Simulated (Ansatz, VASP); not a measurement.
# Two plane-wave programs on H

```xyz
1
Lattice="0.0000 1.1398 1.1398 1.1398 0.0000 1.1398 1.1398 1.1398 0.0000" Properties=species:S:1:pos:R:3 pbc="T T T"
H     0.0000    0.0000    0.0000
```

Alike in both runs: functional PBE; k mesh 12 × 12 × 12; occupations gaussian, width 0.1 eV; no spin polarisation.

Ansatz relaxed the structure, and its values are those at the end. VASP's run is a single point on that final structure, the one shown.

```csv
,VASP,Ansatz
version,VASP 6.6.1,Ansatz 0.2.0
potentials or method,"VASP PAW PBE potentials, release 64 (H), cutoff 500 eV","scalar-relativistic, plane waves, PAW"
valence electrons in the cell,1,1
```

Ansatz gave:

| Property | Result |
| --- | --- |
| gap on the k mesh at the Fermi level (eV) | none |
| pressure (GPa) | 0.0 |

**Question.** Which values does VASP return?

**Answer.** gap on the k mesh at the Fermi level (eV): none; pressure (GPa): -0.8.

A gap of «none» marks a metal or a gap that the smearing closes. The functional is the same, so the differences come from potentials, cutoffs and numerics.

The k mesh is coarse, so the values compare programs but aren't converged.
